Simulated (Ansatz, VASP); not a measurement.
## As: VASP beside Ansatz

```
As
1.0
     2.75002   -6.28823    0.00000
     2.75002    6.28823    0.00000
     0.00000    0.00000    3.90578
As
6
Direct
  0.14921 0.35222 0.50000
  0.85079 0.64778 0.50000
  0.35222 0.14921 0.50000
  0.64778 0.85079 0.50000
  0.00000 0.50000 0.00000
  0.50000 0.00000 0.00000
```

Alike in both runs: functional PBE; k mesh 4 × 4 × 6; occupations gaussian, width 0.1 eV; no spin polarisation.

Ansatz relaxed the structure, and its values are those at the end. VASP's run is a single point on that final structure, the one shown.

|  | VASP | Ansatz |
| --- | --- | --- |
| version | VASP 6.6.1 | Ansatz 0.2.0 |
| potentials or method | VASP PAW PBE potentials, release 64 (As), cutoff 520 eV | scalar-relativistic, plane waves, PAW |
| valence electrons in the cell | 30 | 90 |

Ansatz gave:

| Property | Result |
| --- | --- |
| gap on the k mesh at the Fermi level (eV) | none |
| pressure (GPa) | -0.2 |
| rms of the force components (eV/Å) | 0.006 |

**Question.** Estimate VASP's values.

**Answer.** gap on the k mesh at the Fermi level (eV): none; pressure (GPa): 0.0; rms of the force components (eV/Å): 0.009.

A gap of «none» marks a metal or a gap that the smearing closes. With one functional, cell and mesh, what is left measures potentials, basis and numerics. VASP's potentials hold 30 valence electrons a cell and Ansatz's 90, so a difference there can come from the potentials and not from the codes.
